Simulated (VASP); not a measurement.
Here is a VASP 6.6.1 calculation.

INCAR

```
ALGO = Fast
EDIFF = 1E-6
ENCUT = 520
GGA = PE
ISIF = 2
ISMEAR = 0
LASPH = True
LCHARG = False
LREAL = False
LWAVE = False
NBANDS = 33
NELM = 60
PREC = Accurate
SIGMA = 0.15
```

File KPOINTS:

```
k-points
0
Gamma
  12 12 18
```

File POSCAR:

```
MoN2
1.0
    4.3330619473      0.0270816372      0.0000000000
    0.0270816372      4.3330619473      0.0000000000
    0.0000000000      0.0000000000      2.7518917152
Mo N
2 4
Direct
    0.5000000000      0.5000000000      0.0000000000
    0.0000000000      0.0000000000      0.0000000000
    0.8879039728      0.3879039728      0.5000000000
    0.1120960272      0.6120960272      0.5000000000
    0.3879039728      0.1120960272      0.5000000000
    0.6120960272      0.8879039728      0.5000000000
```

Potentials or basis: VASP PAW PBE potentials, release 64 (Mo_sv, N).

Command:

```console
$ cat potpaw_PBE.64/Mo_sv/POTCAR potpaw_PBE.64/N/POTCAR > POTCAR
$ mpirun -np 1 vasp_std > vasp.out
```

Q: Predict the band gap on the k mesh.

A: Zero (bands 24 and 25 overlap by 2.22 eV).

Q: What does it give for the largest force?

A: 0.202 eV/Å.

Forces in eV/Å, atoms in the order of the input:
```
Mo   0.000  0.000  0.000
Mo   0.000  0.000  0.000
N    0.026  0.026  0.000
N   -0.026 -0.026  0.000
N   -0.143  0.143  0.000
N    0.143 -0.143  0.000
```

Caveat: the cell differs from its parent crystal (strain +0.0125 x Voigt [0, 0, 0, 0, 0, 1]).
